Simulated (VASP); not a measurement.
A run of VASP 6.6.1 is set up as follows.

INCAR

```
SYSTEM = YZr2O2
  PREC = Accurate
  ENCUT = 520
  EDIFF = 1E-6
  ISMEAR = 0
  SIGMA = 0.1
  LREAL = .FALSE.
  LASPH = .TRUE.
  NELM = 100
  ALGO = Normal
  ISIF = 2
  LWAVE = .FALSE.
  LCHARG = .FALSE.
  GGA = PE
  NBANDS = 32
```

Contents of KPOINTS:

```
Automatic mesh
0
G
  12 12 6
  0 0 0
```

POSCAR

```
YZr2O2
1.0
    5.4387222760      0.0000000000      0.0000000000
   -2.7193611380      4.7100716551      0.0000000000
    0.0000000000      0.0000000000      6.0786415159
Y Zr O
1 2 2
Direct
    0.6666666667      0.3333333333      0.5000000000
    0.3333333333      0.6666666667      0.6973713590
    0.3333333333      0.6666666667      0.3026286410
    0.6666666667      0.3333333333      0.0000000000
    0.3333333333      0.6666666667      0.0000000000
```

Potentials or basis: VASP PAW PBE potentials, release 64 (Y_sv, Zr_sv, O).

Run with:

```sh
$ cat potpaw_PBE.64/Y_sv/POTCAR potpaw_PBE.64/Zr_sv/POTCAR potpaw_PBE.64/O/POTCAR > POTCAR
$ mpirun -np 1 vasp_std > vasp.out
```

(1) Estimate the pressure.

(2) What does it give for the largest force?

(3) Estimate the band gap on the k mesh.

Results:

(1) 0.1 GPa.

(2) 0.069 eV/Å.

(3) zero (an odd number of electrons rules out a gap without spin polarisation).

Caveat: an odd number of electrons without spin polarisation forces a metal; a magnetic or distorted state may lie lower.
